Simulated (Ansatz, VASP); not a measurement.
**Ta: VASP beside Ansatz**

```
CELL_PARAMETERS angstrom
-1.66072 1.66072 1.66072
1.66072 -1.66072 1.66072
1.66072 1.66072 -1.66072
ATOMIC_POSITIONS crystal
Ta 0.00000 0.00000 0.00000
```

Alike in both runs: task single point; functional PBE; k mesh 11 × 11 × 11; occupations fermi-dirac, width 0.1 eV; no spin polarisation.

```csv
,VASP,Ansatz
version,VASP 6.6.1,Ansatz 0.2.0
potentials or method,"VASP PAW PBE potentials, release 64 (Ta_pv), cutoff 520 eV","plane waves (420 eV) with PAW, scalar-relativistic"
valence electrons in the cell,11,13
```

|  | VASP | Ansatz | Ansatz less VASP |
| --- | --- | --- | --- |
| pressure (GPa) | -0.3 | -0.4 | -0.09 |

VASP's potentials hold 11 valence electrons a cell and Ansatz's 13, so a difference there can come from the potentials and not from the codes.

Neither program's run includes spin-orbit coupling.
